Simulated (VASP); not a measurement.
# In (P6_3/mmc) in VASP: further runs, part 2 of 2

VASP 6.6.1.

## (3) Relaxation of shape and atoms at fixed volume, PBE+D3(BJ) (27.81 Å³/atom)

This run uses another cell than the first one, of 27.81 Å³/atom.

The input, INCAR:

```
SYSTEM = In
ALGO = Fast ; EDIFF = 1E-6
EDIFFG = -0.01 ; ENCUT = 600
GGA = PE ; IBRION = 2
ISIF = 4 ; ISMEAR = 0
IVDW = 12 ; LASPH = .True.
LCHARG = .False. ; LREAL = .False.
LWAVE = .False. ; NELM = 60
NSW = 50 ; PREC = Accurate
SIGMA = 0.1
```

The input, KPOINTS:

```
k-points
0
Gamma
  15 15 8
  0 0 0
```

The input, POSCAR:

```
In
1.0
    3.3960634781      0.0000000000      0.0000000000
   -1.6980317391      2.9410772449      0.0000000000
    0.0000000000      0.0000000000      5.5690731599
In
2
Direct
    0.3333333333      0.6666666667      0.2500000000
    0.6666666667      0.3333333333      0.7500000000
```

Potentials or basis: VASP PAW PBE potentials, release 64 (In_d).

The run is started by

```bash
cat potpaw_PBE.64/In_d/POTCAR > POTCAR
mpirun -np 1 vasp_std > vasp.out
```

OUTCAR:

```text
SYSTEM = In
   EDIFF = 1E-6
   EDIFFG = -0.01
   ENCUT = 600
   GGA = PE
   IBRION = 2
   ISIF = 4
   ISMEAR = 0
   IVDW = 12
   LASPH = .True.
   LREAL = .False.
   NELM = 60
   NSW = 50
   PREC = Accurate
 IVDW          = 12

 ion  position               nearest neighbor table
   1  0.333  0.667  0.250-   2 3.41   2 3.41   2 3.41   2 3.41   2 3.41   2 3.41
   2  0.667  0.333  0.750-   1 3.41   1 3.41   1 3.41   1 3.41   1 3.41   1 3.41

  LATTYP: Found a hexagonal cell.
 ALAT       =     3.3960634781
 C/A-ratio  =     1.6398613264

  Lattice vectors:

 A1 = (   3.3960634781,   0.0000000000,   0.0000000000)
 A2 = (  -1.6980317391,   2.9410772449,   0.0000000000)
 A3 = (   0.0000000000,   0.0000000000,   5.5690731599)

Analysis of symmetry for initial positions (statically):
=====================================================================
 Subroutine PRICEL returns:
 Original cell was already a primitive cell.

 Routine SETGRP: Setting up the symmetry group for a
 hexagonal supercell.

 Subroutine GETGRP returns: Found 24 space group operations
 (whereof 12 operations were pure point group operations)
 out of a pool of 24 trial point group operations.

The static configuration has the point symmetry D_3d.
 The point group associated with its full space group is D_6h.

Analysis of symmetry for dynamics (positions and initial velocities):
=====================================================================
 Subroutine PRICEL returns:
 Original cell was already a primitive cell.

 Routine SETGRP: Setting up the symmetry group for a
 hexagonal supercell.

 Subroutine GETGRP returns: Found 24 space group operations
 (whereof 12 operations were pure point group operations)
 out of a pool of 24 trial point group operations.

The dynamic configuration has the point symmetry D_3d.
 The point group associated with its full space group is D_6h.

 Subroutine INISYM returns: Found 24 space group operations
 (whereof 12 operations are pure point group operations),
 and found     1 'primitive' translations

----------------------------------------------------------------------------------------

                                     Primitive cell

  volume of cell :      55.6244

  direct lattice vectors                    reciprocal lattice vectors
     3.396063478  0.000000000  0.000000000     0.294458571  0.170005735  0.000000000
    -1.698031739  2.941077245  0.000000000     0.000000000  0.340011471  0.000000000
     0.000000000  0.000000000  5.569073160     0.000000000  0.000000000  0.179563093

  length of vectors
     3.396063478  3.396063478  5.569073160     0.340011471  0.340011471  0.179563093

  position of ions in fractional coordinates (direct lattice)
     0.333333333  0.666666667  0.250000000
     0.666666667  0.333333333  0.750000000

[... 105 lines left out ...]
   LEPSILON=     F    determine dielectric tensor
   LRPA    =     F    only Hartree local field effects (RPA)
 conjugate gradient relaxation of ions
 non-spin polarized calculation
 RMM-DIIS sequential band-by-band and
 Gauss-broadening in eV      SIGMA  =   0.10
  energy-cutoff  :      600.00
  volume of cell :       55.62
 maximum number of plane-waves:      1878
 NGX is ok and might be reduce to    28
   NGX = 13   NGY = 13   NGZ = 23

--------------------------------------- Ionic step        1  -------------------------------------------

 number of electron      26.0000001 magnetization

 Free energy of the ion-electron system (eV)
  ---------------------------------------------------
  ext. energy  EPLUGINS =         0.00000000
  ---------------------------------------------------
  free energy    TOTEN  =        -5.11367784 eV

  energy without entropy =       -5.10889999  energy(sigma->0) =       -5.11128892

------------------------ aborting loop because EDIFF is reached ----------------------------------------

 Edisp (eV)   -0.63509

 E8    (eV) :    -0.3169

  FORCE on cell =-STRESS in cart. coord.  units (eV):
  Direction    XX          YY          ZZ          XY          YZ          ZX
  --------------------------------------------------------------------------------------
  -------------------------------------------------------------------------------------
  Total      -0.69584    -0.69584    -0.73875     0.00000     0.00000     0.00000
  in kB     -20.04257   -20.04257   -21.27864     0.00000     0.00000     0.00000
  external pressure =      -20.45 kB  Pullay stress =        0.00 kB

 VOLUME and BASIS-vectors are now :
 -----------------------------------------------------------------------------
  energy-cutoff  :      600.00
  volume of cell :       55.62
      direct lattice vectors                 reciprocal lattice vectors
     3.396063478  0.000000000  0.000000000     0.294458571  0.170005735  0.000000000
    -1.698031739  2.941077245  0.000000000     0.000000000  0.340011471  0.000000000
     0.000000000  0.000000000  5.569073160     0.000000000  0.000000000  0.179563093

 POSITION                                       TOTAL-FORCE (eV/Angst)
 -----------------------------------------------------------------------------------
     -0.00000      1.96072      1.39227         0.000000     -0.000000      0.000000
      1.69803      0.98036      4.17680        -0.000000      0.000000      0.000000
 -----------------------------------------------------------------------------------
    total drift:                               -0.000000      0.000000      0.000000

  FREE ENERGIE OF THE ION-ELECTRON SYSTEM (eV)
  ---------------------------------------------------
  free  energy   TOTEN  =        -5.7487706645 eV

  energy  without entropy=       -5.7439928124  energy(sigma->0) =       -5.74638174

--------------------------------------- Ionic step        2  -------------------------------------------

 number of electron      26.0000001 magnetization

 Free energy of the ion-electron system (eV)
  ---------------------------------------------------
  ext. energy  EPLUGINS =         0.00000000
  ---------------------------------------------------
  free energy    TOTEN  =        -5.11370614 eV

  energy without entropy =       -5.10896509  energy(sigma->0) =       -5.11133562

 E-fermi :   6.8595     XC(G=0):  -9.9665

 val. band max:        6.8335209893   @ k =   0.4667   0.0667   0.1250
 cond. band min:       6.8901558920   @ k =   0.4667   0.0667   0.0000
 fundamental gap:      0.0566349027
 Fermi energy:         6.8594835330

 k-point     1 :       0.0000    0.0000    0.0000
  band No.  band energies     occupation
      1      -7.7742      2.00000
      2      -7.7287      2.00000
      3      -7.7010      2.00000
      4      -7.7010      2.00000
      5      -7.6774      2.00000
      6      -7.6774      2.00000
[... 457 lines left out ...]
      4      -7.6741      2.00000
      5      -7.6239      2.00000
      6      -7.5916      2.00000
[... 9 lines left out ...]
     16       8.3950      0.00000
     17       9.9415      0.00000

 [... further k-points ...]

------------------------ aborting loop because EDIFF is reached ----------------------------------------

 Edisp (eV)   -0.63509

 E8    (eV) :    -0.3169

  FORCE on cell =-STRESS in cart. coord.  units (eV):
  Direction    XX          YY          ZZ          XY          YZ          ZX
  --------------------------------------------------------------------------------------
  -------------------------------------------------------------------------------------
  Total      -0.67170    -0.67170    -0.70088     0.00000     0.00000     0.00000
  in kB     -19.34738   -19.34738   -20.18783     0.00000     0.00000     0.00000
  external pressure =      -19.63 kB  Pullay stress =        0.00 kB

 VOLUME and BASIS-vectors are now :
 -----------------------------------------------------------------------------
  energy-cutoff  :      600.00
  volume of cell :       55.62
      direct lattice vectors                 reciprocal lattice vectors
     3.397235689  0.000000000  0.000000000     0.294356969  0.169947075  0.000000000
    -1.698617845  2.942092409 -0.000000000    -0.000000000  0.339894150 -0.000000000
    -0.000000000  0.000000000  5.565230622    -0.000000000  0.000000000  0.179687073

 POSITION                                       TOTAL-FORCE (eV/Angst)
 -----------------------------------------------------------------------------------
     -0.00000      1.96139      1.39131         0.000000     -0.000000     -0.000000
      1.69862      0.98070      4.17392        -0.000000      0.000000      0.000000
 -----------------------------------------------------------------------------------
    total drift:                               -0.000000      0.000000      0.000000

  FREE ENERGIE OF THE ION-ELECTRON SYSTEM (eV)
  ---------------------------------------------------
  free  energy   TOTEN  =        -5.7487968741 eV

  energy  without entropy=       -5.7440558227  energy(sigma->0) =       -5.74642635

 reached required accuracy - stopping structural energy minimisation
```

OSZICAR:

```text
N       E                     dE             d eps       ncg     rms          rms(c)
DAV:   1     0.199793629254E+03    0.19979E+03   -0.14759E+04  4598   0.228E+03
DAV:   2     0.705437832377E+01   -0.19274E+03   -0.19106E+03  4593   0.402E+02
DAV:   3    -0.486337557028E+01   -0.11918E+02   -0.11854E+02  5616   0.122E+02
[... 14 lines left out ...]
DAV:   1    -0.511383427629E+01   -0.15705E-03   -0.47128E-03  5532   0.615E-01    0.590E-02
RMM:   2    -0.511375407031E+01    0.80206E-04   -0.14644E-04  4654   0.152E-01    0.364E-02
RMM:   3    -0.511370502170E+01    0.49049E-04   -0.67639E-05  4606   0.762E-02    0.522E-03
RMM:   4    -0.511370583746E+01   -0.81575E-06   -0.10972E-05  4827   0.486E-02    0.439E-03
RMM:   5    -0.511370614219E+01   -0.30473E-06   -0.37902E-06  3451   0.204E-02
   2 F= -.57487969E+01 E0= -.57464263E+01  d E =-.262096E-04
```

CONTCAR:

```text
In
   1.00000000000000
     3.3972356891402917    0.0000000000009690    0.0000000000000000
    -1.6986178446193241    2.9420924094389767   -0.0000000000000000
    -0.0000000000000000    0.0000000000000000    5.5652306223907715
  In
     2
Direct
     0.3333333332999970    0.6666666667000030    0.2500000000000000
     0.6666666667000030    0.3333333332999970    0.7500000000000000

  0.00000000E+00  0.00000000E+00  0.00000000E+00
  0.00000000E+00  0.00000000E+00  0.00000000E+00
```

Run time: 3.7 min. Hardware: 1 thread of Intel Xeon Platinum 8259CL at 2.50GHz (Skylake/Cascade Lake), shared host; peak memory 0.29 GiB.

What came out:

```
Free energy                : -5.7488 eV
Energy gained by relaxing  : 0.0 meV/atom
Ionic steps                : 2
Pressure after relaxing    : -2.0 GPa
Band gap on the k mesh     : zero (bands 13 and 14 overlap by 5.85 eV)
Dispersion energy per atom : -0.318 eV
```

Stress tensor (GPa, compression positive):
```
-1.93  0.00  0.00
 0.00 -1.93  0.00
 0.00  0.00 -2.02
```

Final structure:
```cif
data_structure
_symmetry_space_group_name_H-M 'P 1'
_symmetry_Int_Tables_number 1
_cell_length_a 3.3972
_cell_length_b 3.3972
_cell_length_c 5.5652
_cell_angle_alpha 90.000
_cell_angle_beta 90.000
_cell_angle_gamma 120.000
_cell_volume 55.62
loop_
_atom_site_label
_atom_site_type_symbol
_atom_site_fract_x
_atom_site_fract_y
_atom_site_fract_z
_atom_site_occupancy
In1 In 0.33333 0.66667 0.25000 1
In2 In 0.66667 0.33333 0.75000 1
```

Levels at points of the mesh, in eV from the Fermi level:
| k point | band 11 | band 12 | band 13 | band 14 | band 15 | band 16 |
| --- | --- | --- | --- | --- | --- | --- |
| (0.00, 0.00, 0.00) | -9.14 | -4.33 | -3.14 | 7.95 | 7.95 | 9.71 |
| (0.00, 0.00, 0.50) | -7.83 | -7.83 | 2.91 | 2.91 | 8.91 | 8.91 |

Caveat: spin-orbit coupling is left out, which moves the levels of the heavy elements.

The gap in the log of VASP goes by the Fermi energy; the results here count the filled bands.